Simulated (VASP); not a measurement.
# WS2 in VASP: notebook

WS2 is run at these levels: PBE+D3(BJ); tasks: single point.

Program: VASP 6.6.1. These are calculated values, not measurements. Logs are shortened: lines on timing, memory, paths and dates and some standing lists are left out, and cuts for length are marked.

## 1. The cell of the first run

The cell holds a slab with vacuum, 3 atoms: a = 3.096 Å, b = 3.096 Å, c = 32.291 Å, α = 90.00°, β = 90.00°, γ = 120.00°.

## 2. Single point, PBE+D3(BJ)

INCAR reads:

```
SYSTEM = WS2
  ALGO = Normal
  DIPOL = 0.5 0.5 0.500
  EDIFF = 1E-7
  ENCUT = 520
  GGA = PE
  IDIPOL = 3
  ISIF = 2
  ISMEAR = 0
  IVDW = 12
  LASPH = .TRUE.
  LCHARG = .FALSE.
  LDIPOL = .TRUE.
  LREAL = .FALSE.
  LWAVE = .FALSE.
  NBANDS = 20
  NELM = 100
  PREC = Accurate
  SIGMA = 0.02
```

KPOINTS reads:

```
k-points
0
G
  12 12 1
  0 0 0
```

POSCAR reads:

```
WS2
1.0
    3.0960000000      0.0000000000      0.0000000000
   -1.5480000000      2.6812146501      0.0000000000
    0.0000000000      0.0000000000     32.2910878415
S W
2 1
Direct
    0.3333333333      0.6666666667      0.4486606861
    0.3333333333      0.6666666667      0.5513515590
    0.6666666667      0.3333333333      0.5000061201
```

Potentials or basis: VASP PAW PBE potentials, release 64 (S, W_sv).

On the command line:

```
$ cat potpaw_PBE.64/S/POTCAR potpaw_PBE.64/W_sv/POTCAR > POTCAR
$ mpirun -np 1 vasp_std > vasp.out
```

OUTCAR:

```text
SYSTEM = WS2
   EDIFF = 1E-7
   ENCUT = 520
   GGA = PE
   ISIF = 2
   ISMEAR = 0
   IVDW = 12
   LASPH = .TRUE.
   LREAL = .FALSE.
   NELM = 100
   PREC = Accurate
 IVDW          = 12

 ion  position               nearest neighbor table
   1  0.333  0.667  0.449-   3 2.44   3 2.44   3 2.44
   2  0.333  0.667  0.551-   3 2.44   3 2.44   3 2.44
   3  0.667  0.333  0.500-   1 2.44   1 2.44   1 2.44   2 2.44   2 2.44   2 2.44

  LATTYP: Found a hexagonal cell.
 ALAT       =     3.0960000000
 C/A-ratio  =    10.4299379333

  Lattice vectors:

 A1 = (   3.0960000000,   0.0000000000,   0.0000000000)
 A2 = (  -1.5480000000,   2.6812146501,   0.0000000000)
 A3 = (   0.0000000000,   0.0000000000,  32.2910878415)

Analysis of symmetry for initial positions (statically):
=====================================================================
 Subroutine PRICEL returns:
 Original cell was already a primitive cell.

 Routine SETGRP: Setting up the symmetry group for a
 hexagonal supercell.

 Subroutine GETGRP returns: Found 12 space group operations
 (whereof  6 operations were pure point group operations)
 out of a pool of 24 trial point group operations.

The static configuration has the point symmetry C_3v.
 The point group associated with its full space group is D_3h.

Analysis of symmetry for dynamics (positions and initial velocities):
=====================================================================
 Subroutine PRICEL returns:
 Original cell was already a primitive cell.

 Routine SETGRP: Setting up the symmetry group for a
 hexagonal supercell.

 Subroutine GETGRP returns: Found 12 space group operations
 (whereof  6 operations were pure point group operations)
 out of a pool of 24 trial point group operations.

The dynamic configuration has the point symmetry C_3v.
 The point group associated with its full space group is D_3h.

 Subroutine INISYM returns: Found 12 space group operations
 (whereof  6 operations are pure point group operations),
 and found     1 'primitive' translations

----------------------------------------------------------------------------------------

                                     Primitive cell

  volume of cell :     268.0496

  direct lattice vectors                    reciprocal lattice vectors
     3.096000000  0.000000000  0.000000000     0.322997416  0.186482645  0.000000000
    -1.548000000  2.681214650  0.000000000     0.000000000  0.372965290  0.000000000
     0.000000000  0.000000000 32.291087842     0.000000000  0.000000000  0.030968297

  length of vectors
     3.096000000  3.096000000 32.291087842     0.372965290  0.372965290  0.030968297

  position of ions in fractional coordinates (direct lattice)
     0.333333333  0.666666667  0.448660686
     0.333333333  0.666666667  0.551351559
     0.666666667  0.333333333  0.500006120

  ion indices of the primitive-cell ions
   primitive index   ion index
                 1           1
                 2           2
                 3           3

----------------------------------------------------------------------------------------

 KPOINTS: k-points

Automatic generation of k-mesh.
 Grid dimensions read from file:
 generate k-points for:   12   12    1

 Generating k-lattice:

  Cartesian coordinates                     Fractional coordinates (reciprocal lattice)
     0.026916451  0.015540220  0.000000000     0.083333333 -0.000000000  0.000000000
     0.000000000  0.031080441  0.000000000     0.000000000  0.083333333  0.000000000
     0.000000000  0.000000000  0.030968297     0.000000000  0.000000000  1.000000000

  Length of vectors
     0.031080441  0.031080441  0.030968297

  Shift w.r.t. Gamma in fractional coordinates (k-lattice)
     0.000000000  0.000000000  0.000000000

 Subroutine IBZKPT returns following result:
 ===========================================

 Found     19 irreducible k-points:

 Following reciprocal coordinates:
            Coordinates               Weight
  0.000000  0.000000  0.000000      1.000000
  0.083333  0.000000  0.000000      6.000000
  0.166667  0.000000  0.000000      6.000000
  0.250000  0.000000  0.000000      6.000000
  0.333333  0.000000  0.000000      6.000000
  0.416667  0.000000  0.000000      6.000000
[... 11 lines left out ...]
  0.333333  0.250000  0.000000     12.000000
  0.333333  0.333333  0.000000      2.000000
   k-points           NKPTS =     19   k-points in BZ     NKDIM =     19   number of bands    NBANDS=     20
   number of dos      NEDOS =    301   number of ions     NIONS =      3
   total plane-waves  NPLWV = 138240
   dimension x,y,z NGX =    24 NGY =   24 NGZ =  240
   dimension x,y,z NGXF=    48 NGYF=   48 NGZF=  480
   ions per type =               2   1
   NGX,Y,Z   is equivalent  to a cutoff of  12.89, 12.89, 12.36 a.u.
   NGXF,Y,Z  is equivalent  to a cutoff of  25.77, 25.77, 24.71 a.u.
 SYSTEM =  WS2
   PREC   = accura    normal or accurate (medium, high low for compatibility)
   ISTART =      0    job   : 0-new  1-cont  2-samecut
   ICHARG =      2    charge: 1-file 2-atom 10-const
   ISPIN  =      1    spin polarized calculation?
   LNONCOLLINEAR =      F non collinear calculations
   LSORBIT =      F    spin-orbit coupling
   LASPH  =      T    aspherical Exc in radial PAW
   ENCUT  =  520.0 eV  38.22 Ry    6.18 a.u.   5.76  5.76 60.04*2*pi/ulx,y,z
   NELM   =    100;   NELMIN=  2; NELMDL= -5     # of ELM steps
   EDIFF  = 0.1E-06   stopping-criterion for ELM
   LREAL  =      F    real-space projection
   EDIFFG = 0.1E-05   stopping-criterion for IOM
   NSW    =      0    number of steps for IOM
   IBRION =     -1    ionic relax: 0-MD 1-quasi-New 2-CG
   NFREE  =      0    steps in history (QN), initial steepest desc. (CG)
   ISIF   =      2    stress and relaxation
   ISYM   =      2    0-nonsym 1-usesym 2-fastsym
   POTIM  = 0.5000    time-step for ionic-motion
   TEBEG  =    0.0;   TEEND  =   0.0 temperature during run
   PSTRESS=    0.0 pullay stress
   NELECT =      26.0000    total number of electrons
   NUPDOWN=      -1.0000    fix difference up-down
   EMIN   =  10.00;   EMAX   =-10.00  energy-range for DOS
   EFERMI =   0.00;   METHOD = LEGACY
   ISMEAR =     0;   SIGMA  =   0.02  broadening in eV -4-tet -1-fermi 0-gaus
   EFERMI_NEDOS =   21; number of points for ismear=-14 and -15
   IALGO  =     38    algorithm
   IMIX   =      4    mixing-type and parameters
     AMIX     =   0.40;   BMIX     =  1.00
     AMIX_MAG =   1.60;   BMIX_MAG =  1.00
  volume/ion in A,a.u.               =      89.35       602.96
  Fermi-wavevector in a.u.,A,eV,Ry     =   0.752190  1.421433  7.698037  0.565790
  Thomas-Fermi vector in A             =   1.849344
   LORBIT       =      0    0 simple, 1 ext, 2 COOP (PROOUT), +10 PAW based schemes
   GGA     = PE    functional components
   LHFCALC =     F    Hartree Fock is set to
   AEXX    =    0.0000 exact exchange contribution
   IVDW    =    12    specifies the selected vdW correction
   LEPSILON=     F    determine dielectric tensor
   LRPA    =     F    only Hartree local field effects (RPA)
 non-spin polarized calculation
 Gauss-broadening in eV      SIGMA  =   0.02
  energy-cutoff  :      520.00
  volume of cell :      268.05
 maximum number of plane-waves:      7248
 NGX is ok and might be reduce to    24
   NGX = 11   NGY = 11   NGZ =121

 dipolmoment           0.000000      0.000000      0.000000 electrons x Angstroem

 number of electron      25.9999999 magnetization

 dipolmoment           0.000000      0.000000     -0.000001 electrons x Angstroem

 Free energy of the ion-electron system (eV)
  ---------------------------------------------------
  ext. energy  EPLUGINS =         0.00000000
  ---------------------------------------------------
  free energy    TOTEN  =       -23.53443421 eV

  energy without entropy =      -23.53443421  energy(sigma->0) =      -23.53443421

 E-fermi :  -2.9146     XC(G=0):  -2.5048

 val. band max:       -3.0503103320   @ k =   0.3333   0.3333   0.0000
 cond. band min:      -1.4063087426   @ k =   0.1667   0.1667   0.0000
 fundamental gap:      1.6440015893
 Fermi energy:        -2.9145710790

 k-point     1 :       0.0000    0.0000    0.0000
  band No.  band energies     occupation
      1     -77.0775      2.00000
      2     -41.3491      2.00000
      3     -41.0882      2.00000
      4     -41.0882      2.00000
      5     -17.8792      2.00000
      6     -16.4892      2.00000
[... 12 lines left out ...]
     19       2.0743      0.00000
     20       2.4966      0.00000

 k-point     2 :       0.0833    0.0000    0.0000
  band No.  band energies     occupation
      1     -77.0758      2.00000
      2     -41.3440      2.00000
      3     -41.1174      2.00000
      4     -41.0950      2.00000
      5     -17.7557      2.00000
      6     -16.4321      2.00000
[... 12 lines left out ...]
     19       2.2246      0.00000
     20       2.6532      0.00000

 k-point     3 :       0.1667    0.0000    0.0000
  band No.  band energies     occupation
      1     -77.0714      2.00000
      2     -41.3298      2.00000
      3     -41.1966      2.00000
      4     -41.1135      2.00000
      5     -17.4023      2.00000
      6     -16.2688      2.00000
[... 12 lines left out ...]
     19       2.6589      0.00000
     20       3.0921      0.00000

 k-point     4 :       0.2500    0.0000    0.0000
  band No.  band energies     occupation
      1     -77.0654      2.00000
      2     -41.3105      2.00000
      3     -41.3032      2.00000
      4     -41.1386      2.00000
      5     -16.8704      2.00000
      6     -16.0252      2.00000
[... 12 lines left out ...]
     19       3.3269      0.00000
     20       3.8009      0.00000

 k-point     5 :       0.3333    0.0000    0.0000
  band No.  band energies     occupation
      1     -77.0593      2.00000
      2     -41.4080      2.00000
      3     -41.2911      2.00000
      4     -41.1636      2.00000
      5     -16.2544      2.00000
      6     -15.7509      2.00000
[... 12 lines left out ...]
     19       4.0365      0.00000
     20       4.2324      0.00000

 k-point     6 :       0.4167    0.0000    0.0000
  band No.  band energies     occupation
      1     -77.0549      2.00000
      2     -41.4836      2.00000
      3     -41.2768      2.00000
      4     -41.1819      2.00000
      5     -15.7163      2.00000
      6     -15.5241      2.00000
[... 12 lines left out ...]
     19       4.3235      0.00000
     20       4.4017      0.00000

 k-point     7 :       0.5000    0.0000    0.0000
  band No.  band energies     occupation
      1     -77.0533      2.00000
      2     -41.5111      2.00000
      3     -41.2716      2.00000
      4     -41.1885      2.00000
      5     -15.4904      2.00000
      6     -15.4340      2.00000
[... 12 lines left out ...]
     19       4.4289      0.00000
     20       4.4847      0.00000
[... 162 lines left out ...]
 k-point    15 :       0.3333    0.1667    0.0000
  band No.  band energies     occupation
      1     -77.0533      2.00000
      2     -41.4582      2.00000
      3     -41.2716      2.00000
      4     -41.2439      2.00000
      5     -15.5265      2.00000
      6     -15.4188      2.00000
[... 12 lines left out ...]
     19       5.0505      0.00000
     20       5.3408      0.00000

 k-point    16 :       0.4167    0.1667    0.0000
  band No.  band energies     occupation
      1     -77.0519      2.00000
      2     -41.4764      2.00000
      3     -41.2671      2.00000
      4     -41.2555      2.00000
      5     -15.3335      2.00000
      6     -15.3269      2.00000
[... 12 lines left out ...]
     19       5.3481      0.00000
     20       5.9772      0.00000

 k-point    17 :       0.2500    0.2500    0.0000
  band No.  band energies     occupation
      1     -77.0533      2.00000
      2     -41.4329      2.00000
      3     -41.2716      2.00000
      4     -41.2699      2.00000
      5     -15.5382      2.00000
      6     -15.4137      2.00000
[... 12 lines left out ...]
     19       4.9481      0.00000
     20       5.3990      0.00000

 k-point    18 :       0.3333    0.2500    0.0000
  band No.  band energies     occupation
      1     -77.0510      2.00000
      2     -41.4374      2.00000
      3     -41.3131      2.00000
      4     -41.2645      2.00000
      5     -15.2718      2.00000
      6     -15.2323      2.00000
[... 12 lines left out ...]
     19       4.7363      0.00000
     20       6.0184      0.00000

 k-point    19 :       0.3333    0.3333    0.0000
  band No.  band energies     occupation
      1     -77.0502      2.00000
      2     -41.4000      2.00000
      3     -41.3683      2.00000
      4     -41.2619      2.00000
      5     -15.2134      2.00000
      6     -15.1210      2.00000
[... 12 lines left out ...]
     19       4.3129      0.00000
     20       6.2048      0.00000

------------------------ aborting loop because EDIFF is reached ----------------------------------------

 vacuum level on the upper side and lower side of the slab       (xc-potential included)        -0.007        -0.007

 Edisp (eV)   -0.95301

 E8    (eV) :    -0.4289

  FORCE on cell =-STRESS in cart. coord.  units (eV):
  Direction    XX          YY          ZZ          XY          YZ          ZX
  --------------------------------------------------------------------------------------
  -------------------------------------------------------------------------------------
  Total       0.80664     0.80664    -3.65551     0.00000     0.00000     0.00000
  in kB       4.82141     4.82141   -21.84961     0.00000     0.00000     0.00000
  external pressure =       -4.07 kB  Pullay stress =        0.00 kB

 VOLUME and BASIS-vectors are now :
 -----------------------------------------------------------------------------
  energy-cutoff  :      520.00
  volume of cell :      268.05
      direct lattice vectors                 reciprocal lattice vectors
     3.096000000  0.000000000  0.000000000     0.322997416  0.186482645  0.000000000
    -1.548000000  2.681214650  0.000000000     0.000000000  0.372965290  0.000000000
     0.000000000  0.000000000 32.291087842     0.000000000  0.000000000  0.030968297

 POSITION                                       TOTAL-FORCE (eV/Angst)
 -----------------------------------------------------------------------------------
     -0.00000      1.78748     14.48774        -0.000000      0.000000      1.094321
     -0.00000      1.78748     17.80374        -0.000000      0.000000     -1.094321
      1.54800      0.89374     16.14574         0.000000     -0.000000      0.000000
 -----------------------------------------------------------------------------------
    total drift:                               -0.000000      0.000000     -0.000160

  FREE ENERGIE OF THE ION-ELECTRON SYSTEM (eV)
  ---------------------------------------------------
  free  energy   TOTEN  =       -24.4874460619 eV

  energy  without entropy=      -24.4874460619  energy(sigma->0) =      -24.48744606

 vacuum level on the upper side and lower side of the slab         2.452         2.452
```

It took 2.1 min on 1 thread of Intel Xeon Platinum 8488C (Sapphire Rapids), shared host; peak memory 0.41 GiB.

Results:

| Quantity | Value |
| --- | --- |
| Free energy | -24.4874 eV |
| Largest force | 1.094 eV/Å |
| Band gap on the k mesh | 1.64 eV, indirect (least direct gap 2.37 eV) |
| Dispersion energy per atom | -0.318 eV |

Forces on the atoms (eV/Å):
```
S    0.000  0.000  1.094
S    0.000  0.000 -1.094
W    0.000  0.000  0.000
```

Caveat: spin-orbit coupling is left out, which moves the levels of the heavy elements.

## 3. Single point, PBE+D3(BJ)

This run uses another cell than the first one, of 93.08 Å³/atom, 1.042 times its volume.

INCAR reads:

```
PREC = Accurate
ENCUT = 520
EDIFF = 1E-7
ISMEAR = 0
SIGMA = 0.02
LREAL = F
LASPH = T
NELM = 80
ALGO = Normal
ISIF = 2
LWAVE = F
LCHARG = F
LDIPOL = T
IDIPOL = 3
DIPOL = 0.5 0.5 0.500
GGA = PE
IVDW = 12
NBANDS = 20
```

KPOINTS reads:

```
Automatic mesh
0
Gamma
  12 12 1
```

POSCAR reads:

```
WS2
1.0
    3.1600000000      0.0000000000      0.0000000000
   -1.5800000000      2.7366402760      0.0000000000
    0.0000000000      0.0000000000     32.2910878415
S W
2 1
Direct
    0.3333333333      0.6666666667      0.4550091869
    0.3333333333      0.6666666667      0.5450030581
    0.6666666667      0.3333333333      0.5000061204
```

Potentials or basis: VASP PAW PBE potentials, release 64 (S, W_sv).

On the command line:

```
$ cat potpaw_PBE.64/S/POTCAR potpaw_PBE.64/W_sv/POTCAR > POTCAR
$ mpirun -np 1 vasp_std > vasp.out
```

Wall time 1.8 min (1 thread of Intel Xeon Platinum 8488C (Sapphire Rapids), shared host); peak memory 0.41 GiB.

The run converged. Its results:

```yaml
Free_energy: -24.2604 eV
Largest_force: 2.867 eV/Å
Band_gap_on_the_k_mesh: 1.07 eV, indirect (least direct gap 1.58 eV)
Dispersion_energy_per_atom: -0.318 eV
```

Forces on the atoms (eV/Å):
```
S    0.000  0.000 -2.867
S    0.000  0.000  2.867
W    0.000  0.000  0.000
```

Levels at points of the mesh, in eV from the valence-band top:
| k point | band 11 | band 12 | band 13 | band 14 | band 15 | band 16 |
| --- | --- | --- | --- | --- | --- | --- |
| (0.00, 0.00, 0.00) | -2.50 | -2.18 | 0.00 | 2.61 | 2.61 | 3.14 |
| (0.50, 0.00, 0.00) | -2.21 | -1.99 | -1.33 | 2.43 | 3.00 | 4.01 |

Caveat: spin-orbit coupling is left out, which moves the levels of the heavy elements.

## 4. Single point, PBE+D3(BJ)

This run uses another cell than the first one, of 93.08 Å³/atom, 1.042 times its volume.

INCAR reads:

```
SYSTEM = WS2
PREC = Accurate
ENCUT = 520
EDIFF = 1E-6
ISMEAR = 0
SIGMA = 0.02
LREAL = .FALSE.
LASPH = .TRUE.
NELM = 60
ALGO = Normal
ISIF = 2
LWAVE = .FALSE.
LCHARG = .FALSE.
LDIPOL = .TRUE.
IDIPOL = 3
DIPOL = 0.5 0.5 0.500
GGA = PE
IVDW = 12
NBANDS = 20
```

KPOINTS reads:

```
regular mesh
0
G
  12 12 1
  0 0 0
```

POSCAR reads:

```
WS2
1.0
    3.1600000000      0.0000000000      0.0000000000
   -1.5800000000      2.7366402760      0.0000000000
    0.0000000000      0.0000000000     32.2910878415
S W
2 1
Direct
    0.3333333333      0.6666666667      0.4524697866
    0.3333333333      0.6666666667      0.5475424585
    0.6666666667      0.3333333333      0.5000061203
```

On the command line:

```
$ cat potpaw_PBE.64/S/POTCAR potpaw_PBE.64/W_sv/POTCAR > POTCAR
$ mpirun -np 1 vasp_std > vasp.out
```

Run time: 92 s. Hardware: 1 thread of Intel Xeon Platinum 8488C (Sapphire Rapids), shared host; peak memory 0.41 GiB.

It converged, with:

| Quantity | Value |
| --- | --- |
| Free energy | -24.5605 eV |
| Largest force | 0.860 eV/Å |
| Band gap on the k mesh | 1.76 eV, indirect (least direct gap 1.82 eV) |
| Dispersion energy per atom | -0.313 eV |

Forces on the atoms (eV/Å):
```
S    0.000  0.000 -0.860
S    0.000  0.000  0.860
W    0.000  0.000  0.000
```

Levels at points of the mesh, in eV from the valence-band top:
```
           k point  band 9  band 10  band 11  band 12  band 13  band 14  band 15  band 16  band 17  band 18
(0.00, 0.00, 0.00)   -3.08    -2.11    -1.77    -1.77     0.00     2.93     2.93     3.18     3.18     5.04
(0.50, 0.00, 0.00)   -4.59    -3.61    -2.13    -1.37    -0.97     2.89     3.38     4.15     4.93     5.16
```

Caveat: spin-orbit coupling is left out, which moves the levels of the heavy elements.
